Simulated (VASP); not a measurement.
**K: single point with PBEsol**

The system is K.

```xyz
1
Lattice="0.0000 3.2013 3.2013 3.2013 0.0000 3.2013 3.2013 3.2013 0.0000" Properties=species:S:1:pos:R:3 pbc="T T T"
K     0.0000    0.0000    0.0000
```

This isn't the form of K at room conditions, which is bcc.

```
Program                : VASP 6.6.1
Task                   : single point
Functional             : PBEsol
Potentials or basis    : VASP PAW PBE potentials, release 64 (K_sv)
Cutoff                 : 520 eV
k mesh                 : 9 × 9 × 9
Occupations            : fermi-dirac, width 0.1 eV
Spin                   : no spin polarisation
Dipole correction      : no
Further INCAR settings : ALGO = Normal; EDIFF = 1e-07; NBANDS = 10
```

```
Pressure               : 0.3 GPa
Band gap on the k mesh : zero (an odd number of electrons rules out a gap without spin polarisation)
```

Levels at points of the mesh, in eV from the Fermi level:
| k point | band 1 | band 2 | band 3 | band 4 | band 5 | band 6 | band 7 | band 8 | band 9 | band 10 |
| --- | --- | --- | --- | --- | --- | --- | --- | --- | --- | --- |
| (0.00, 0.00, 0.00) | -31.95 | -15.45 | -15.45 | -15.45 | -2.35 | 4.29 | 4.29 | 4.29 | 5.64 | 5.64 |

Run time: 45 s on 1 thread of Intel Xeon 8259CL (shared host), peak memory 0.2 GiB.

Caveat: the PAW data sets were made with another functional, which shifts forces and pressure a little.
